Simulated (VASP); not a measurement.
Set up this calculation in VASP 6.6.1, as the native input.

```
Task                   : single point
Functional             : PBEsol
Potentials or basis    : VASP PAW PBE potentials, release 64 (Cr_pv, O)
Cutoff                 : 520 eV
k mesh                 : 5 × 5 × 8
Occupations            : fermi-dirac, width 0.05 eV
Spin                   : collinear spin, ferromagnetic start
Starting moments       : [3.0, 3.0, 0.0, 0.0, 0.0, 0.0] μB
Dipole correction      : no
Further INCAR settings : ALGO = Normal; EDIFF = 1e-06; NBANDS = 37
```

The structure of CrO2 lies in POSCAR:

```
CrO2
1.0
    4.4210000000      0.0884200000      0.0000000000
    0.0884200000      4.4210000000      0.0000000000
    0.0000000000      0.0000000000      2.9170000000
Cr O
2 4
Direct
    0.5000000000      0.5000000000      0.5000000000
    0.0000000000      0.0000000000      0.0000000000
    0.8010000000      0.1990000000      0.5000000000
    0.6990000000      0.6990000000      0.0000000000
    0.1990000000      0.8010000000      0.5000000000
    0.3010000000      0.3010000000      0.0000000000
```

One way to write it, as run:

INCAR

```
  PREC = Accurate
  ENCUT = 520
  EDIFF = 1E-6
  ISMEAR = -1
  SIGMA = 0.05
  LREAL = False
  LASPH = True
  NELM = 150
  ALGO = Normal
  ISIF = 2
  LWAVE = False
  LCHARG = True
  ISPIN = 2
  MAGMOM = 3 3 0 0 0 0
  LORBIT = 11
  LMAXMIX = 4
  GGA = PS
  LELF = True
  LVHAR = True
  NBANDS = 37
```

KPOINTS

```
regular mesh
0
Gamma
  5 5 8
```

Potentials or basis: VASP PAW PBE potentials, release 64 (Cr_pv, O).

Run with:

```console
$ cat potpaw_PBE.64/Cr_pv/POTCAR potpaw_PBE.64/O/POTCAR > POTCAR
$ mpirun -np 1 vasp_std > vasp.out
```

It gave:

The pressure is -5.4 GPa, the largest force is 0.417 eV/Å and the band gap on the k mesh is zero (filled and empty bands overlap). The net moment is 4.00 μB per cell. The site moments are Cr +2.04, +2.13; O -0.07 μB and the valence electrons inside the program's atomic spheres are Cr 10.89, 10.86; O 5.03, 4.99 (each value once).

Caveat: the cell stands under tension; the PAW data sets were made with another functional, which shifts forces and pressure a little; semilocal functionals often make such compounds metallic where correlation or magnetic order opens a gap, which also shifts bond lengths; the run started ferromagnetic, and an antiferromagnetic order may lie lower in energy.

Run time: 93 s on 1 thread of Intel(R) Xeon(R) 6975P-C (Granite Rapids) (shared host), peak memory 0.28 GiB.
